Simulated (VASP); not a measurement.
SiO2, 3 atoms in the cell. Symmetry: I4/mmm, No. 139, tetragonal system. The conventional cell has a = 3.202 Å, b = 3.202 Å, c = 4.575 Å, α = 90.00°, β = 90.00°, γ = 90.00°. Within 2.6 Å of Si (site symmetry 4/mmm) lie 8 O at 1.97 Å. O (site symmetry -4m2) has 4 Si at 1.97 Å and 6 O at 2.26 to 2.29 Å within 2.6 Å.  This cell differs from its parent crystal: uniaxial x strain +1.0%.

```yaml
Program: VASP 6.6.1
Task: single point
Functional: r2SCAN
Potentials_or_basis: VASP PAW PBE potentials, release 64 (Si, O)
Cutoff: 520 eV
k_mesh: 10 × 10 × 10
Occupations: gaussian, width 0.01 eV
Spin: no spin polarisation
Dipole_correction: no
Further_INCAR_settings: ALGO = Normal; EDIFF = 1e-06; NBANDS = 15
```

Potentials or basis: VASP PAW PBE potentials, release 64 (Si, O).

Launch:

```console
$ cat potpaw_PBE.64/Si/POTCAR potpaw_PBE.64/O/POTCAR > POTCAR
$ cp INCAR.step1 INCAR
$ mpirun -np 1 vasp_std > vasp.out
$ cp INCAR.step2 INCAR
$ mpirun -np 1 vasp_std > vasp.out
```

Hardware: 1 thread of Intel(R) Xeon(R) 6975P-C (Granite Rapids) (shared host).

Task: How long does it take, and how much memory?

Result: It took 33 s on 1 thread of Intel(R) Xeon(R) 6975P-C (Granite Rapids) (shared host), peak memory 0.15 GiB. Counts: k points 102.
